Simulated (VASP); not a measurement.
Here is a VASP 6.6.1 calculation.

File INCAR:

```
SYSTEM = MnO
PREC     = Accurate       ! precision mode
ENCUT    = 600            ! plane-wave cutoff, eV
EDIFF    = 1E-6           ! SCF threshold, eV
ISMEAR   = -1             ! smearing method
SIGMA    = 0.05           ! smearing width, eV
LREAL    = .FALSE.        ! projectors in reciprocal space
LASPH    = .TRUE.         ! aspherical terms in the spheres
NELM     = 200            ! most SCF steps
ALGO     = Normal         ! electronic algorithm
ISIF     = 2              ! what is computed and relaxed
LWAVE    = .FALSE.        ! write WAVECAR
LCHARG   = .FALSE.        ! write CHGCAR
ISPIN    = 2              ! spin polarisation
MAGMOM   = 4 0            ! initial moments
LORBIT   = 11             ! projections on sites
NUPDOWN  = 4.0            ! fixed moment
LMAXMIX  = 4              ! l up to which the mixer works
GGA      = PE             ! functional
NBANDS   = 22             ! bands
GGA_COMPAT= .FALSE.
```

The input KPOINTS:

```
regular mesh
0
G
  9 9 9
  0 0 0
```

POSCAR

```
MnO
1.0
    0.0000000000      2.2239077028      2.2239077028
    2.2239077028      0.0000000000      2.2239077028
    2.2239077028      2.2239077028      0.0000000000
Mn O
1 1
Direct
    0.0000000000      0.0000000000      0.0000000000
    0.5000000000      0.5000000000      0.5000000000
```

Potentials or basis: VASP PAW PBE potentials, release 64 (Mn_sv, O).

The run is started by

```console
$ cat potpaw_PBE.64/Mn_sv/POTCAR potpaw_PBE.64/O/POTCAR > POTCAR
$ mpirun -np 1 vasp_std > vasp.out
```

Q: Predict the pressure.

A: -14.5 GPa.

Caveat: the total moment is fixed, so each spin has its own Fermi level; a cell with one magnetic atom can't hold antiferromagnetic order, which such compounds often take.
